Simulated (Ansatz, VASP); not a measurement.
## Two plane-wave programs on SiC

INCAR

```
SYSTEM = SiC
PREC = Accurate ; ENCUT = 520
EDIFF = 1E-6 ; ISMEAR = 0
SIGMA = 0.05 ; LREAL = .False.
LASPH = .True. ; NELM = 60
ALGO = Normal ; ISIF = 2
LWAVE = .False. ; LCHARG = .False.
GGA = PE ; NBANDS = 26
```

Contents of KPOINTS:

```
Automatic mesh
0
Gamma
  12 12 4
  0 0 0
```

The input POSCAR:

```
SiC
1.0
    3.0219000000      0.0000000000      0.0000000000
   -1.5109500000      2.6170421677      0.0000000000
    0.0000000000      0.0000000000     10.9395000000
Si C
4 4
Direct
    0.6666666667      0.3333333333      0.9378436843
    0.3333333333      0.6666666667      0.4378436843
    0.0000000000      0.0000000000      0.6878989045
    0.0000000000      0.0000000000      0.1878989045
    0.6666666667      0.3333333333      0.7498087506
    0.3333333333      0.6666666667      0.2498087506
    0.0000000000      0.0000000000      0.5004476606
    0.0000000000      0.0000000000      0.0004476606
```

Input for Ansatz:

```yaml
crystal:
  lattice:
    - [3.0219, 0.0, 0.0]
    - [-1.51095, 2.6170421677, 0.0]
    - [0.0, 0.0, 10.9395]
  atoms:
    - { symbol: Si, position: [0.6666666667, 0.3333333333, 0.9378436843] }
    - { symbol: Si, position: [0.3333333333, 0.6666666667, 0.4378436843] }
    - { symbol: Si, position: [0.0, 0.0, 0.6878989045] }
    - { symbol: Si, position: [0.0, 0.0, 0.1878989045] }
    - { symbol: C, position: [0.6666666667, 0.3333333333, 0.7498087506] }
    - { symbol: C, position: [0.3333333333, 0.6666666667, 0.2498087506] }
    - { symbol: C, position: [0.0, 0.0, 0.5004476606] }
    - { symbol: C, position: [0.0, 0.0, 0.0004476606] }
basis:
  ecutwfc: 520.0
kpoints:
  mp_grid: { grid: [12, 12, 4] }
hamiltonian:
  xc: pbe
  pseudopotentials: { kind: paw, azcp: { folder: soft_1 } }
scf:
  occupations: { method: gaussian, width: 0.05 }
output:
  forces: true
  stress: true
  eigenvalues: true
```

Alike in both runs: task single point; functional PBE; k mesh 12 × 12 × 4; occupations gaussian, width 0.05 eV; no spin polarisation.

|  | VASP | Ansatz |
| --- | --- | --- |
| version | VASP 6.6.1 | Ansatz 0.2.0 |
| potentials or method | VASP PAW PBE potentials, release 64 (Si, C), cutoff 520 eV | scalar-relativistic, plane waves, PAW |
| valence electrons in the cell | 32 | 32 |

Ansatz gave:

```
gap on the k mesh at the Fermi level (eV)                     : 1.66
least direct gap on the mesh (eV)                             : 3.05
pressure (GPa)                                                : -3.2
traceless stress, the component that is largest in VASP (GPa) : -30.58
rms of the force components (eV/Å)                            : 0.176
```

Question: Which values does VASP return?

Answer: gap on the k mesh at the Fermi level (eV): 1.65; least direct gap on the mesh (eV): 3.04; pressure (GPa): -3.2; traceless stress, the component that is largest in VASP (GPa): -30.73; rms of the force components (eV/Å): 0.176.

Atom by atom the forces differ by 0.000 eV/Å (rms over components). With one functional, cell and mesh, what is left measures potentials, basis and numerics.
